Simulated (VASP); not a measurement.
**LaH3: single point with r2SCAN+D3(BJ)**

Crystal: LaH3.

```
H La
1.0
    -1.95235    1.95235    2.80589
     1.95235   -1.95235    2.80589
     1.95235    1.95235   -2.80589
H La
3 1
Direct
  0.75000 0.25000 0.50000
  0.25000 0.75000 0.50000
  0.50000 0.50000 0.00000
  0.00000 0.00000 0.00000
```

```json
{"Program": "VASP 6.6.1", "Task": "single point", "Functional": "r2SCAN", "Dispersion": "D3(BJ)", "Potentials or basis": "VASP PAW PBE potentials, release 64 (H, La)", "Cutoff": "520 eV", "k mesh": "8 × 8 × 8", "Occupations": "gaussian, width 0.05 eV", "Spin": "no spin polarisation", "Dipole correction": "no", "Further INCAR settings": "ALGO = Normal; EDIFF = 1e-07; NBANDS = 15"}
```

The pressure is -0.7 GPa, the band gap on the k mesh is 0.08 eV, indirect (least direct gap 0.22 eV) and the dispersion energy per atom is -0.084 eV.

Stress tensor (GPa, compression positive):
```
-0.68  0.00  0.00
 0.00 -0.68  0.00
 0.00  0.00 -0.81
```

Levels at points of the mesh, in eV from the valence-band top:
```
           k point  band 3  band 4  band 5  band 6  band 7  band 8  band 9  band 10  band 11  band 12
(0.00, 0.00, 0.00)  -17.63  -17.63   -8.62   -3.60    0.00    0.22    0.33     0.33     1.30     1.34
(0.50, 0.00, 0.00)  -17.77  -17.74   -6.62   -4.60   -2.65    0.08    0.22     1.44     1.45     1.83
(0.50, 0.50, 0.00)  -18.00  -17.98   -6.27   -5.92   -3.62    1.41    1.44     1.56     1.76     1.77
(0.50, 0.50, 0.50)  -17.96  -17.96   -6.18   -5.91   -3.70    1.44    1.44     1.58     1.74     1.75
```

Wall time 100 s on 1 thread of Intel(R) Xeon(R) 6975P-C (Granite Rapids), on a shared host, peak memory 0.21 GiB.

Caveat: three body term missing; the PAW data sets were made with another functional, which shifts forces and pressure a little; spin-orbit coupling is left out, which moves the levels of the heavy elements. A k mesh can miss the band edges.
